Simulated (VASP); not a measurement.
A run of VASP 6.6.1 is set up as follows.

The input INCAR:

```
PREC     = Accurate       # precision mode
ENCUT    = 520            # plane-wave cutoff, eV
EDIFF    = 1E-7           # SCF threshold, eV
ISMEAR   = -1             # smearing method
SIGMA    = 0.05           # smearing width, eV
LREAL    = False          # projectors in reciprocal space
LASPH    = True           # aspherical terms in the spheres
NELM     = 60             # most SCF steps
ALGO     = Normal         # electronic algorithm
ISIF     = 2              # what is computed and relaxed
LWAVE    = False          # write WAVECAR
LCHARG   = False          # write CHGCAR
GGA      = PS             # functional
NBANDS   = 22             # bands
```

KPOINTS

```
Automatic mesh
0
Gamma
  7 7 2
```

POSCAR

```
Na
1.0
    3.7003831212      0.0000000000      0.0000000000
   -1.8501915606      3.2046257867      0.0000000000
    0.0000000000      0.0000000000     12.2865751092
Na
4
Direct
    0.6666666667      0.3333333333      0.7500000000
    0.0000000000      0.0000000000      0.5000000000
    0.3333333333      0.6666666667      0.2500000000
    0.0000000000      0.0000000000      0.0000000000
```

Potentials or basis: VASP PAW PBE potentials, release 64 (Na_pv).

Command:

```bash
$ cat potpaw_PBE.64/Na_pv/POTCAR > POTCAR
$ mpirun -np 1 vasp_std > vasp.out
```

Question: Predict the pressure.

Answer: 0.0 GPa.

Question: Estimate the band gap on the k mesh.

Answer: Zero (band 14 reaches 1.55 eV, above the bottom of band 15 at -1.94 eV).

Caveat: the PAW data sets were made with another functional, which shifts forces and pressure a little.
